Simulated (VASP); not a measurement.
# MgC2 (P4_2/mnm) in VASP: notebook

The runs below take MgC2 through single point, relaxation of cell and atoms, with LDA.

Program: VASP 6.6.1. These are calculated values, not measurements. Logs are shortened: lines on timing, memory, paths and dates and some standing lists are left out, and cuts for length are marked.

### 1 The cell of the first run

It takes space group P4_2/mnm (No. 136, tetragonal). The conventional cell has a = 3.884 Å, b = 3.884 Å, c = 4.841 Å, α = 90.00°, β = 90.00°, γ = 90.00°. Mg (site symmetry mmm) has 10 C at 2.12 to 2.82 Å within 2.9 Å. Within 1.7 Å of C (site symmetry m2m) lie 1 C at 1.24 Å.

### 2 Single point, LDA

Contents of INCAR:

```
PREC = Accurate
ENCUT = 520
EDIFF = 1E-7
ISMEAR = 0
SIGMA = 0.02
LREAL = False
LASPH = True
NELM = 100
ALGO = Normal
ISIF = 2
LWAVE = False
LCHARG = False
GGA = CA
NBANDS = 19
```

Contents of KPOINTS:

```
Automatic mesh
0
Gamma
  6 6 5
```

Contents of POSCAR:

```
MgC2
1.0
    3.8838050834      0.0000000000      0.0000000000
    0.0000000000      3.8838050834      0.0000000000
    0.0000000000      0.0000000000      4.8405190057
Mg C
2 4
Direct
    0.5000000000      0.5000000000      0.0000000000
    0.0000000000      0.0000000000      0.5000000000
    0.8867157882      0.8867157882      0.0000000000
    0.6132842118      0.3867157882      0.5000000000
    0.1132842118      0.1132842118      0.0000000000
    0.3867157882      0.6132842118      0.5000000000
```

Potentials or basis: VASP PAW LDA potentials, release 64 (Mg, C).

Launch:

```bash
> cat potpaw_LDA.64/Mg/POTCAR potpaw_LDA.64/C/POTCAR > POTCAR
> mpirun -np 1 vasp_std > vasp.out
```

OUTCAR:

```text
PREC = Accurate
   ENCUT = 520
   EDIFF = 1E-7
   ISMEAR = 0
   LREAL = False
   LASPH = True
   NELM = 100
   ISIF = 2
   GGA = CA

 ion  position               nearest neighbor table
   1  0.500  0.500  0.000-   3 2.12   5 2.12   4 2.50   6 2.50   4 2.50   6 2.50   5 2.82   5 2.82
                             3 2.82   3 2.82
   2  0.000  0.000  0.500-   4 2.12   6 2.12   5 2.50   3 2.50   3 2.50   5 2.50   4 2.82   6 2.82
                             4 2.82   6 2.82
   3  0.887  0.887  0.000-   5 1.24   1 2.12   2 2.50   2 2.50   1 2.82   1 2.82
   4  0.613  0.387  0.500-   6 1.24   2 2.12   1 2.50   1 2.50   2 2.82   2 2.82
   5  0.113  0.113  0.000-   3 1.24   1 2.12   2 2.50   2 2.50   1 2.82   1 2.82
   6  0.387  0.613  0.500-   4 1.24   2 2.12   1 2.50   1 2.50   2 2.82   2 2.82

  LATTYP: Found a simple tetragonal cell.
 ALAT       =     3.8838050834
 C/A-ratio  =     1.2463341753

  Lattice vectors:

 A1 = (   3.8838050834,   0.0000000000,   0.0000000000)
 A2 = (   0.0000000000,   3.8838050834,   0.0000000000)
 A3 = (   0.0000000000,   0.0000000000,   4.8405190057)

Analysis of symmetry for initial positions (statically):
=====================================================================
 Subroutine PRICEL returns:
 Original cell was already a primitive cell.

 Routine SETGRP: Setting up the symmetry group for a
 simple tetragonal supercell.

 Subroutine GETGRP returns: Found 16 space group operations
 (whereof  8 operations were pure point group operations)
 out of a pool of 16 trial point group operations.

The static configuration has the point symmetry D_2h.
 The point group associated with its full space group is D_4h.

Analysis of symmetry for dynamics (positions and initial velocities):
=====================================================================
 Subroutine PRICEL returns:
 Original cell was already a primitive cell.

 Routine SETGRP: Setting up the symmetry group for a
 simple tetragonal supercell.

 Subroutine GETGRP returns: Found 16 space group operations
 (whereof  8 operations were pure point group operations)
 out of a pool of 16 trial point group operations.

The dynamic configuration has the point symmetry D_2h.
 The point group associated with its full space group is D_4h.

 Subroutine INISYM returns: Found 16 space group operations
 (whereof  8 operations are pure point group operations),
 and found     1 'primitive' translations

----------------------------------------------------------------------------------------

                                     Primitive cell
[... 99 lines left out ...]
   EDIFF  = 0.1E-06   stopping-criterion for ELM
   LREAL  =      F    real-space projection
   EDIFFG = 0.1E-05   stopping-criterion for IOM
   NSW    =      0    number of steps for IOM
   IBRION =     -1    ionic relax: 0-MD 1-quasi-New 2-CG
   NFREE  =      0    steps in history (QN), initial steepest desc. (CG)
   ISIF   =      2    stress and relaxation
   ISYM   =      2    0-nonsym 1-usesym 2-fastsym
   POTIM  = 0.5000    time-step for ionic-motion
   TEBEG  =    0.0;   TEEND  =   0.0 temperature during run
   PSTRESS=    0.0 pullay stress
   NELECT =      20.0000    total number of electrons
   NUPDOWN=      -1.0000    fix difference up-down
   EMIN   =  10.00;   EMAX   =-10.00  energy-range for DOS
   EFERMI =   0.00;   METHOD = LEGACY
   ISMEAR =     0;   SIGMA  =   0.02  broadening in eV -4-tet -1-fermi 0-gaus
   EFERMI_NEDOS =   21; number of points for ismear=-14 and -15
   IALGO  =     38    algorithm
   IMIX   =      4    mixing-type and parameters
     AMIX     =   0.40;   BMIX     =  1.00
     AMIX_MAG =   1.60;   BMIX_MAG =  1.00
  volume/ion in A,a.u.               =      12.17        82.12
  Fermi-wavevector in a.u.,A,eV,Ry     =   1.063202  2.009161 15.380014  1.130399
  Thomas-Fermi vector in A             =   2.198679
   LORBIT       =      0    0 simple, 1 ext, 2 COOP (PROOUT), +10 PAW based schemes
   GGA     = CA    functional components
   LHFCALC =     F    Hartree Fock is set to
   AEXX    =    0.0000 exact exchange contribution
   IVDW    =     0    specifies the selected vdW correction
   LEPSILON=     F    determine dielectric tensor
   LRPA    =     F    only Hartree local field effects (RPA)
 non-spin polarized calculation
 Gauss-broadening in eV      SIGMA  =   0.02
  energy-cutoff  :      520.00
  volume of cell :       73.01
 maximum number of plane-waves:      1982
 NGX is ok and might be reduce to    30
   NGX = 15   NGY = 15   NGZ = 19

 number of electron      19.9999998 magnetization

 Free energy of the ion-electron system (eV)
  ---------------------------------------------------
  ext. energy  EPLUGINS =         0.00000000
  ---------------------------------------------------
  free energy    TOTEN  =       -41.18543424 eV

  energy without entropy =      -41.18543424  energy(sigma->0) =      -41.18543424

 E-fermi :   1.4455     XC(G=0): -10.1323

 val. band max:        1.3023958323   @ k =   0.5000   0.5000   0.4000
 cond. band min:       3.6196054363   @ k =   0.0000   0.0000   0.0000
 fundamental gap:      2.3172096040
 Fermi energy:         1.4454972440

 k-point     1 :       0.0000    0.0000    0.0000
  band No.  band energies     occupation
      1     -11.6705      2.00000
      2     -10.6316      2.00000
      3      -2.4310      2.00000
      4      -1.8194      2.00000
      5      -1.5991      2.00000
      6      -1.5991      2.00000
[... 505 lines left out ...]
      6      -0.2392      2.00000
[... 11 lines left out ...]
     18      12.1645      0.00000
     19      13.2501      0.00000

 [... further k-points ...]
[... 5 lines left out ...]
  --------------------------------------------------------------------------------------
  -------------------------------------------------------------------------------------
  Total       -0.0691371     -0.0691371     -0.2508694     -0.0000000      0.0000000      0.0000000
  in kB       -1.5171032     -1.5171032     -5.5049254     -0.0000000      0.0000000      0.0000000
  external PRESSURE =      -2.8463772 kB  Pullay stress =       0.0000000 kB

 VOLUME and BASIS-vectors are now :
 -----------------------------------------------------------------------------
  energy-cutoff  :      520.00
  volume of cell :       73.01
      direct lattice vectors                 reciprocal lattice vectors
     3.883805083  0.000000000  0.000000000     0.257479451  0.000000000  0.000000000
     0.000000000  3.883805083  0.000000000     0.000000000  0.257479451  0.000000000
     0.000000000  0.000000000  4.840519006     0.000000000  0.000000000  0.206589417

 POSITION                                       TOTAL-FORCE (eV/Angst)
 -----------------------------------------------------------------------------------
      1.94190      1.94190      0.00000         0.000000     -0.000000      0.000000
      0.00000      0.00000      2.42026         0.000000     -0.000000      0.000000
      3.44383      3.44383      0.00000        -0.088918     -0.088918      0.000000
      2.38188      1.50193      2.42026         0.088918     -0.088918      0.000000
      0.43997      0.43997      0.00000         0.088918      0.088918      0.000000
      1.50193      2.38188      2.42026        -0.088918      0.088918      0.000000
 -----------------------------------------------------------------------------------
    total drift:                               -0.000000     -0.000000     -0.000000

  FREE ENERGIE OF THE ION-ELECTRON SYSTEM (eV)
  ---------------------------------------------------
  free  energy   TOTEN  =       -41.1854342414 eV

  energy  without entropy=      -41.1854342414  energy(sigma->0) =      -41.18543424
```

OSZICAR:

```text
N       E                     dE             d eps       ncg     rms          rms(c)
DAV:   1     0.368780665034E+02    0.36878E+02   -0.82804E+03  1140   0.885E+02
DAV:   2    -0.425614203277E+02   -0.79439E+02   -0.74688E+02  1502   0.161E+02
DAV:   3    -0.472238298094E+02   -0.46624E+01   -0.46323E+01  1397   0.375E+01
DAV:   4    -0.472745887903E+02   -0.50759E-01   -0.50727E-01  1444   0.480E+00
DAV:   5    -0.472752324395E+02   -0.64365E-03   -0.64362E-03  1408   0.510E-01    0.120E+01
DAV:   6    -0.418068679650E+02    0.54684E+01   -0.84702E+00  1245   0.157E+01    0.550E+00
DAV:   7    -0.412175739819E+02    0.58929E+00   -0.27965E+00  1417   0.945E+00    0.242E+00
DAV:   8    -0.411963836019E+02    0.21190E-01   -0.21022E-01  1251   0.233E+00    0.503E-01
DAV:   9    -0.411853472480E+02    0.11036E-01   -0.35142E-02  1266   0.102E+00    0.187E-01
DAV:  10    -0.411854776152E+02   -0.13037E-03   -0.15205E-03  1309   0.241E-01    0.487E-02
DAV:  11    -0.411854355987E+02    0.42016E-04   -0.12278E-04  1442   0.652E-02    0.167E-02
DAV:  12    -0.411854350338E+02    0.56482E-06   -0.82216E-06  1326   0.176E-02    0.742E-03
DAV:  13    -0.411854342140E+02    0.81984E-06   -0.35280E-06  1289   0.110E-02    0.741E-04
DAV:  14    -0.411854342414E+02   -0.27356E-07   -0.43466E-07  1277   0.392E-03
   1 F= -.41185434E+02 E0= -.41185434E+02  d E =-.146393E-25
```

stdout:

```text
POSCAR found type information on POSCAR MgC
 POSCAR found :  2 types and       6 ions
 scaLAPACK will be used
 LDA part: xc-table for (Slater(with rela. corr.)+CA(PZ))
 , standard interpolation
 POSCAR, INCAR and KPOINTS ok, starting setup
 FFT: planning ... GRIDC
 FFT: planning ... GRID_SOFT
 FFT: planning ... GRID
 WAVECAR not read
 entering main loop
```

Run time: 18 s. Hardware: 1 thread of Intel Xeon 6975P-C (Granite Rapids), shared host; peak memory 0.17 GiB.

What came out:

```yaml
Free_energy: -41.1854 eV
Pressure: -0.3 GPa
Largest_force: 0.126 eV/Å
Band_gap_on_the_k_mesh: 2.32 eV (least direct gap 2.66 eV)
```

Forces in eV/Å, atoms in the order of the input:
```
Mg   0.000  0.000  0.000
Mg   0.000  0.000  0.000
C   -0.089 -0.089  0.000
C    0.089 -0.089  0.000
C    0.089  0.089  0.000
C   -0.089  0.089  0.000
```

Stress tensor (GPa, compression positive):
```
-0.15  0.00  0.00
 0.00 -0.15  0.00
 0.00  0.00 -0.55
```

Caveat: an odd mesh through Γ misses points on the zone boundary, where band edges can lie.

### 3 Relaxation of cell and atoms, LDA

This run uses another cell than the first one, of 12.97 Å³/atom.

Contents of INCAR:

```
SYSTEM = MgC2
PREC = Accurate
ENCUT = 600
EDIFF = 1E-7
ISMEAR = 0
SIGMA = 0.02
LREAL = .FALSE.
LASPH = .TRUE.
NELM = 80
ALGO = Normal
ISIF = 3
LWAVE = .FALSE.
LCHARG = .FALSE.
GGA = CA
IBRION = 2
NSW = 80
EDIFFG = -0.03
```

Contents of KPOINTS:

```
Automatic mesh
0
G
  6 6 5
  0 0 0
```

Contents of POSCAR:

```
MgC2
1.0
    3.9507770000      0.0000000000      0.0000000000
    0.0000000000      3.9507770000      0.0000000000
    0.0000000000      0.0000000000      4.9870890000
Mg C
2 4
Direct
    0.5000000000      0.5000000000      0.0000000000
    0.0000000000      0.0000000000      0.5000000000
    0.8876550000      0.8876550000      0.0000000000
    0.6123450000      0.3876550000      0.5000000000
    0.1123450000      0.1123450000      0.0000000000
    0.3876550000      0.6123450000      0.5000000000
```

Potentials or basis: VASP PAW LDA potentials, release 64 (Mg, C).

Launch:

```bash
> cat potpaw_LDA.64/Mg/POTCAR potpaw_LDA.64/C/POTCAR > POTCAR
> mpirun -np 1 vasp_std > vasp.out
```

Run time: 1.7 min. Hardware: 1 thread of Intel Xeon 6975P-C (Granite Rapids), shared host; peak memory 0.19 GiB.

It converged, with:

| Property | Result |
| --- | --- |
| Free energy | -41.1991 eV |
| Relaxed volume | 12.03 Å³/atom |
| Relaxed cell | a = 3.874 Å, b = 3.874 Å, c = 4.811 Å, α = 90.00°, β = 90.00°, γ = 90.00° |
| Space group after relaxing (to 0.1 Å) | P4_2/mnm (No. 136) |
| Energy gained by relaxing | 16.2 meV/atom |
| Ionic steps | 13 |
| Pressure after relaxing | 0.4 GPa |
| Largest force after relaxing | 0.023 eV/Å |
| Band gap on the k mesh | 2.26 eV (least direct gap 2.60 eV) |

Forces on the atoms (eV/Å):
```
Mg   0.000  0.000  0.000
Mg   0.000  0.000  0.000
C   -0.016 -0.016  0.000
C    0.016 -0.016  0.000
C    0.016  0.016  0.000
C   -0.016  0.016  0.000
```

Step by step:
```csv
step,energy change (eV),largest force (eV/Å),pressure (GPa),volume (Å³)
1,0.0000,0.3791,-6.00,77.84
2,0.2148,5.6884,8.50,72.50
3,-0.0349,1.0323,-2.56,76.32
4,-0.0918,0.0261,-0.54,73.27
5,-0.0925,0.1008,-0.24,72.90
6,-0.0937,0.1188,0.38,72.60
7,-0.0937,0.1583,0.48,72.55
8,-0.0945,0.1133,0.48,72.47
9,-0.0959,0.0213,0.49,72.22
10,-0.0960,0.0874,0.49,72.10
11,-0.0964,0.0389,0.51,72.11
12,-0.0969,0.0990,0.58,72.14
13,-0.0972,0.0233,0.35,72.21
```

Final structure:
```
Mg C
1.0
     3.87424    0.00000    0.00000
     0.00000    3.87424    0.00000
     0.00000    0.00000    4.81067
Mg C
2 4
Direct
  0.50000 0.50000 0.00000
  0.00000 0.00000 0.50000
  0.88641 0.88641 0.00000
  0.61359 0.38641 0.50000
  0.11359 0.11359 0.00000
  0.38641 0.61359 0.50000
```

Levels at points of the mesh, in eV from the valence-band top:
```tsv
k point	band 7	band 8	band 9	band 10	band 11	band 12	band 13	band 14
(0.00, 0.00, 0.00)	-1.34	-0.49	-0.34	-0.34	2.26	5.26	5.51	5.51
(0.50, 0.00, 0.00)	-1.72	-1.72	-0.26	-0.26	5.34	5.34	5.46	5.46
(0.50, 0.50, 0.00)	-1.78	-1.78	-0.99	-0.99	3.72	3.72	6.91	6.91
```

Caveat: an odd mesh through Γ misses points on the zone boundary, where band edges can lie.
